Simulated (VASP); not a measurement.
# SbC30 (a cell with a defect) in VASP: a series of runs

Aim: see how the results for SbC30 (a cell with a defect) move with the level of theory and the settings. Levels: LDA, PBE. Tasks: single point.

All numbers are computed with VASP 6.6.1; they aren't measurements. Logs are shortened: lines on timing, memory, paths and dates and some standing lists are left out, and cuts for length are marked.

### 1 The cell of the first run

The cell holds a defect, 31 atoms: a = 6.186 Å, b = 6.186 Å, c = 6.186 Å, α = 109.47°, β = 109.47°, γ = 109.47°.

### 2 Single point, LDA

The input, INCAR:

```
SYSTEM = SbC30
ALGO = Normal ; EDIFF = 1E-6
ENCUT = 520 ; GGA_COMPAT = .False.
ISIF = 2 ; ISMEAR = -1
LASPH = .True. ; LCHARG = .True.
LELF = .True. ; LREAL = Auto
LVHAR = .True. ; LWAVE = .False.
NBANDS = 84 ; NELECT = 124.0
NELM = 120 ; PREC = Accurate
SIGMA = 0.01
```

The input, KPOINTS:

```
Automatic mesh
0
Gamma
  1 1 1
  0.25 0.25 0.25
```

The input, POSCAR:

```
SbC30
1.0
   -3.5716218665      3.5716218665      3.5716218665
    3.5716218665     -3.5716218665      3.5716218665
    3.5716218665      3.5716218665     -3.5716218665
C Sb
30 1
Direct
    0.0037249450      0.0043344659      0.0039210203
    0.0037247801      0.2539534865      0.7542963566
    0.0005986713      0.5021848575      0.5069636253
    0.0006168699      0.7570073132      0.2521519861
    0.2554914292      0.0054493815      0.7554133870
    0.2519527540      0.2508186424      0.5069652845
    0.2519529917      0.7570017180      0.0007908959
    0.4999830635      0.0282854062      0.5001788362
    0.5067714547      0.2508191013      0.2521467109
    0.5067734678      0.5021777996      0.0007874450
    0.4999892982      0.7502079015      0.7782336955
    0.7552179219      0.0054500113      0.2556791408
    0.7540966525      0.2539474458      0.0039073078
    0.7552227819      0.5057111160      0.7554134424
    0.7780558688      0.7502249947      0.5001850204
    0.0033036465      0.0039164862      0.7538806195
    0.0021858116      0.2524104692      0.5021126605
   -0.0206523121      0.5076396051      0.2576004763
    0.0021849320      0.7521514848      0.0023757716
    0.2506300571      0.0070435705      0.5056468315
    0.2574214668      0.2295882321      0.2576232522
    0.2574198712      0.5076497443     -0.0204464847
    0.2506396652      0.7556827055      0.7570093248
    0.5054509090      0.0070440995      0.2508275763
    0.5019157714      0.2524145904      0.0023786690
    0.5054462567      0.5008516815      0.7569923649
    0.7536820360      0.0039110418      0.0034941074
    0.7536854153      0.2535339442      0.7538745546
    0.7568012594      0.5008658898      0.5056447262
    0.7567985762      0.7556740453      0.2508198801
    0.3787068607      0.6289355073      0.3788943530
```

Potentials or basis: VASP PAW LDA potentials, release 64 (C, Sb).

Launch:

```sh
$ cat potpaw_LDA.64/C/POTCAR potpaw_LDA.64/Sb/POTCAR > POTCAR
$ mpirun -np 1 vasp_std > vasp.out
```

OUTCAR:

```text
SYSTEM = SbC30
   EDIFF = 1E-6
   ENCUT = 520
   ISIF = 2
   ISMEAR = -1
   LASPH = .True.
   LREAL = Auto
   NELECT = 124.0
   NELM = 120
   PREC = Accurate

 ion  position               nearest neighbor table
   1  0.004  0.004  0.004-  21 1.52  27 1.55  16 1.55  19 1.55
   2  0.004  0.254  0.754-  22 1.52  16 1.55  28 1.55  17 1.55
   3  0.001  0.502  0.507-  29 1.50  18 1.52  17 1.54  23 1.55  31 2.67
   4  0.001  0.757  0.252-  30 1.50  18 1.52  19 1.54  20 1.55  31 2.67
   5  0.255  0.005  0.755-  25 1.53  20 1.54  23 1.54  16 1.55
   6  0.252  0.251  0.507-  20 1.50  21 1.52  17 1.54  26 1.55  31 2.67
   7  0.252  0.757  0.001-  23 1.50  22 1.52  19 1.54  24 1.55  31 2.67
   8  0.500  0.028  0.500-  24 1.52  20 1.52  28 1.52  31 2.09
   9  0.507  0.251  0.252-  24 1.50  21 1.52  25 1.54  29 1.55  31 2.67
  10  0.507  0.502  0.001-  26 1.50  22 1.52  25 1.54  30 1.55  31 2.67
  11  0.500  0.750  0.778-  26 1.52  23 1.52  27 1.52  31 2.09
  12  0.755  0.005  0.256-  17 1.53  24 1.54  30 1.54  27 1.55
  13  0.754  0.254  0.004-  18 1.52  28 1.55  27 1.55  25 1.55
  14  0.755  0.506  0.755-  19 1.53  29 1.54  26 1.54  28 1.55
  15  0.778  0.750  0.500-  29 1.52  30 1.52  16 1.52  31 2.09
  16  0.003  0.004  0.754-  15 1.52   2 1.55   1 1.55   5 1.55
  17  0.002  0.252  0.502-  12 1.53   6 1.54   3 1.54   2 1.55
  18  0.979  0.508  0.258-   4 1.52   3 1.52  13 1.52  31 2.09
  19  0.002  0.752  0.002-  14 1.53   7 1.54   4 1.54   1 1.55
  20  0.251  0.007  0.506-   6 1.50   8 1.52   5 1.54   4 1.55  31 2.67
  21  0.257  0.230  0.258-   6 1.52   9 1.52   1 1.52  31 2.09
  22  0.257  0.508  0.980-   7 1.52  10 1.52   2 1.52  31 2.09
  23  0.251  0.756  0.757-   7 1.50  11 1.52   5 1.54   3 1.55  31 2.67
  24  0.505  0.007  0.251-   9 1.50   8 1.52  12 1.54   7 1.55  31 2.67
  25  0.502  0.252  0.002-   5 1.53  10 1.54   9 1.54  13 1.55
  26  0.505  0.501  0.757-  10 1.50  11 1.52  14 1.54   6 1.55  31 2.67
  27  0.754  0.004  0.003-  11 1.52   1 1.55  13 1.55  12 1.55
  28  0.754  0.254  0.754-   8 1.52  13 1.55   2 1.55  14 1.55
  29  0.757  0.501  0.506-   3 1.50  15 1.52  14 1.54   9 1.55  31 2.67
  30  0.757  0.756  0.251-   4 1.50  15 1.52  12 1.54  10 1.55  31 2.67
  31  0.379  0.629  0.379-  22 2.09  11 2.09  15 2.09  21 2.09   8 2.09  18 2.09   4 2.67  30 2.67
                            29 2.67   7 2.67  10 2.67  24 2.67  26 2.67   3 2.67   9 2.67  23 2.67

  LATTYP: Found a body centered cubic cell.
 ALAT       =     7.1432437330

  Lattice vectors:

 A1 = (  -3.5716218665,   3.5716218665,   3.5716218665)
 A2 = (   3.5716218665,  -3.5716218665,   3.5716218665)
 A3 = (   3.5716218665,   3.5716218665,  -3.5716218665)

Analysis of symmetry for initial positions (statically):
=====================================================================
 Subroutine PRICEL returns:
 Original cell was already a primitive cell.

 Routine SETGRP: Setting up the symmetry group for a
 body centered cubic supercell.

 Subroutine GETGRP returns: Found  1 space group operations
 (whereof  1 operations were pure point group operations)
 out of a pool of 48 trial point group operations.

The static configuration has the point symmetry C_1 .

Analysis of symmetry for dynamics (positions and initial velocities):
=====================================================================
 Subroutine PRICEL returns:
 Original cell was already a primitive cell.

 Routine SETGRP: Setting up the symmetry group for a
 body centered cubic supercell.

 Subroutine GETGRP returns: Found  1 space group operations
 (whereof  1 operations were pure point group operations)
 out of a pool of 48 trial point group operations.

The dynamic configuration has the point symmetry C_1 .

 Subroutine INISYM returns: Found  1 space group operations
 (whereof  1 operations are pure point group operations),
 and found     1 'primitive' translations

----------------------------------------------------------------------------------------

                                     Primitive cell

  volume of cell :     182.2453

  direct lattice vectors                    reciprocal lattice vectors
    -3.571621867  3.571621867  3.571621867     0.000000000  0.139992423  0.139992423
     3.571621867 -3.571621867  3.571621867     0.139992423  0.000000000  0.139992423
     3.571621867  3.571621867 -3.571621867     0.139992423  0.139992423  0.000000000

  length of vectors
     6.186230538  6.186230538  6.186230538     0.197979184  0.197979184  0.197979184

  position of ions in fractional coordinates (direct lattice)
     0.003724945  0.004334466  0.003921020
     0.003724780  0.253953487  0.754296357
     0.000598671  0.502184857  0.506963625
     0.000616870  0.757007313  0.252151986
     0.255491429  0.005449382  0.755413387
     0.251952754  0.250818642  0.506965284
[... 23 lines left out ...]
     0.756798576  0.755674045  0.250819880
     0.378706861  0.628935507  0.378894353

  ion indices of the primitive-cell ions
   primitive index   ion index
                 1           1
                 2           2
                 3           3
                 4           4
                 5           5
                 6           6
[... 23 lines left out ...]
                30          30
                31          31

----------------------------------------------------------------------------------------

 KPOINTS: Automatic mesh

Automatic generation of k-mesh.
 Grid dimensions read from file:
 generate k-points for:    1    1    1

 Generating k-lattice:

  Cartesian coordinates                     Fractional coordinates (reciprocal lattice)
     0.000000000  0.139992423  0.139992423     1.000000000  0.000000000  0.000000000
     0.139992423  0.000000000  0.139992423     0.000000000  1.000000000  0.000000000
     0.139992423  0.139992423  0.000000000     0.000000000  0.000000000  1.000000000

  Length of vectors
     0.197979184  0.197979184  0.197979184

  Shift w.r.t. Gamma in fractional coordinates (k-lattice)
     0.250000000  0.250000000  0.250000000

 Subroutine IBZKPT returns following result:
 ===========================================

 Found      1 irreducible k-points:

 Following reciprocal coordinates:
            Coordinates               Weight
  0.250000  0.250000  0.250000      2.000000
   k-points           NKPTS =      1   k-points in BZ     NKDIM =      1   number of bands    NBANDS=     84
   number of dos      NEDOS =    301   number of ions     NIONS =     31
   total plane-waves  NPLWV = 110592
   dimension x,y,z NGX =    48 NGY =   48 NGZ =   48
   dimension x,y,z NGXF=    96 NGYF=   96 NGZF=   96
   ions per type =              30   1
   NGX,Y,Z   is equivalent  to a cutoff of  12.90, 12.90, 12.90 a.u.
   NGXF,Y,Z  is equivalent  to a cutoff of  25.80, 25.80, 25.80 a.u.
 SYSTEM =  SbC30
   PREC   = accura    normal or accurate (medium, high low for compatibility)
   ISTART =      0    job   : 0-new  1-cont  2-samecut
   ICHARG =      2    charge: 1-file 2-atom 10-const
   ISPIN  =      1    spin polarized calculation?
   LNONCOLLINEAR =      F non collinear calculations
   LSORBIT =      F    spin-orbit coupling
   LASPH  =      T    aspherical Exc in radial PAW
   ENCUT  =  520.0 eV  38.22 Ry    6.18 a.u.  11.50 11.50 11.50*2*pi/ulx,y,z
   NELM   =    120;   NELMIN=  2; NELMDL= -5     # of ELM steps
   EDIFF  = 0.1E-05   stopping-criterion for ELM
   LREAL  =      T    real-space projection
   EDIFFG = 0.1E-04   stopping-criterion for IOM
   NSW    =      0    number of steps for IOM
[... 5 lines left out ...]
   TEBEG  =    0.0;   TEEND  =   0.0 temperature during run
   PSTRESS=    0.0 pullay stress
   NELECT =     124.0000    total number of electrons
   NUPDOWN=      -1.0000    fix difference up-down
   EMIN   =  10.00;   EMAX   =-10.00  energy-range for DOS
   EFERMI =   0.00;   METHOD = LEGACY
   ISMEAR =    -1;   SIGMA  =   0.01  broadening in eV -4-tet -1-fermi 0-gaus
   EFERMI_NEDOS =   21; number of points for ismear=-14 and -15
   IALGO  =     38    algorithm
   IMIX   =      4    mixing-type and parameters
     AMIX     =   0.40;   BMIX     =  1.00
     AMIX_MAG =   1.60;   BMIX_MAG =  1.00
  volume/ion in A,a.u.               =       5.88        39.67
  Fermi-wavevector in a.u.,A,eV,Ry     =   1.439892  2.721001 28.208809  2.073289
  Thomas-Fermi vector in A             =   2.558697
   LORBIT       =      0    0 simple, 1 ext, 2 COOP (PROOUT), +10 PAW based schemes
   GGA     = CA    functional components
   LHFCALC =     F    Hartree Fock is set to
   AEXX    =    0.0000 exact exchange contribution
   IVDW    =     0    specifies the selected vdW correction
   LEPSILON=     F    determine dielectric tensor
   LRPA    =     F    only Hartree local field effects (RPA)
 non-spin polarized calculation
  energy-cutoff  :      520.00
  volume of cell :      182.25
 maximum number of plane-waves:      4904
 NGX is ok and might be reduce to    48
   NGX = 23   NGY = 23   NGZ = 23

 number of electron     124.0000003 magnetization

 Free energy of the ion-electron system (eV)
  ---------------------------------------------------
  ext. energy  EPLUGINS =         0.00000000
  ---------------------------------------------------
  free energy    TOTEN  =      -308.32914967 eV

  energy without entropy =     -308.30142380  energy(sigma->0) =     -308.31528674

 E-fermi :  11.2569     XC(G=0): -13.4913

 val. band max:       11.2568411172   @ k =   0.2500   0.2500   0.2500
 cond. band min:      11.2568784752   @ k =   0.2500   0.2500   0.2500
 fundamental gap:      0.0000373580
 Fermi energy:        11.2568597962

 k-point     1 :       0.2500    0.2500    0.2500
  band No.  band energies     occupation
      1      -9.3624      2.00000
      2      -9.3622      2.00000
      3      -9.1505      2.00000
      4      -8.5604      2.00000
      5      -5.2298      2.00000
      6      -5.1251      2.00000
[... 66 lines left out ...]
     73      16.9129      0.00000
     74      17.2282      0.00000
 [bands above 74 left out]

------------------------ aborting loop because EDIFF is reached ----------------------------------------

  FORCE on cell =-STRESS in cart. coord.  units (eV):
  Direction    XX          YY          ZZ          XY          YZ          ZX
  --------------------------------------------------------------------------------------
  -------------------------------------------------------------------------------------
  Total       -1.9565788     -1.9615775     -1.9625922    -13.9363055    -13.9377037    -13.9367952
  in kB      -17.2009139    -17.2448587    -17.2537796   -122.5185449   -122.5308370   -122.5228502
  external PRESSURE =     -17.2331840 kB  Pullay stress =       0.0000000 kB

 VOLUME and BASIS-vectors are now :
 -----------------------------------------------------------------------------
  energy-cutoff  :      520.00
  volume of cell :      182.25
      direct lattice vectors                 reciprocal lattice vectors
    -3.571621867  3.571621867  3.571621867     0.000000000  0.139992423  0.139992423
     3.571621867 -3.571621867  3.571621867     0.139992423  0.000000000  0.139992423
     3.571621867  3.571621867 -3.571621867     0.139992423  0.139992423  0.000000000

 POSITION                                       TOTAL-FORCE (eV/Angst)
 -----------------------------------------------------------------------------------
      0.01618      0.01183      0.01478         0.015770      0.007095      0.014355
      3.58778      1.80034     -1.77373         0.015904      0.013751      0.007690
      3.60216      0.01921     -0.01493         0.009931     -0.013603      0.009908
      3.60213     -1.80095      1.80536         0.010641      0.008084     -0.017631
      1.80500      3.59111     -1.76607        -0.007944     -0.001072     -0.001183
      1.80664      1.81474     -0.01498        -0.012107      0.011357      0.012875
[... 23 lines left out ...]
      0.89182      0.89985      4.50615        -0.010775      0.017861     -0.013795
      2.24699      0.45955      2.24565        -0.005242     -0.008328     -0.008674
 -----------------------------------------------------------------------------------
    total drift:                                0.083859      0.064250      0.063867

  FREE ENERGIE OF THE ION-ELECTRON SYSTEM (eV)
  ---------------------------------------------------
  free  energy   TOTEN  =      -308.3291496716 eV

  energy  without entropy=     -308.3014238019  energy(sigma->0) =     -308.31528674
```

Wall time 22 s (1 thread of Intel Xeon 6975P-C (Granite Rapids), shared host); peak memory 0.25 GiB.

Results:

- Free energy: -308.3291 eV
- Largest force: 0.194 eV/Å

Forces on the atoms (eV/Å):
```
C    0.016  0.007  0.014
C    0.016  0.014  0.008
C    0.010 -0.014  0.010
C    0.011  0.008 -0.018
C   -0.008 -0.001 -0.001
C   -0.012  0.011  0.013
C   -0.015  0.012  0.013
C    0.107 -0.117  0.105
C    0.012  0.011 -0.011
C    0.011 -0.013  0.013
C    0.109  0.107 -0.120
C    0.000 -0.002 -0.012
C    0.009  0.014  0.014
C    0.001 -0.013 -0.001
C   -0.119  0.106  0.106
C   -0.003 -0.009 -0.008
C    0.004  0.004  0.010
C    0.117 -0.107 -0.107
C    0.002  0.011  0.006
C   -0.021 -0.009  0.013
C   -0.108  0.113 -0.108
C   -0.108 -0.109  0.115
C   -0.020  0.012 -0.011
C    0.013 -0.010 -0.018
C    0.007  0.005  0.005
C    0.016 -0.015 -0.010
C   -0.009 -0.009 -0.004
C   -0.008 -0.004 -0.010
C   -0.012 -0.014  0.017
C   -0.011  0.018 -0.014
Sb  -0.005 -0.008 -0.009
```

Levels at points of the mesh, in eV from the Fermi level:
```tsv
k point	band 58	band 59	band 60	band 61	band 62	band 63	band 64	band 65	band 66	band 67
(0.25, 0.25, 0.25)	-2.72	-2.72	-1.86	-1.85	0.00	0.00	3.85	4.66	4.66	4.96
```

Caveat: the k points lie up to 1.24 Å⁻¹ apart, too coarse for converged energies, forces and pressures; the cell carries a net charge on a neutralising background, which shifts energy and pressure; the cell is charged against a uniform background, so pressure and absolute levels hang on convention; spin-orbit coupling is left out, which moves the levels of the heavy elements.

(Continued in part 2 of 2.)
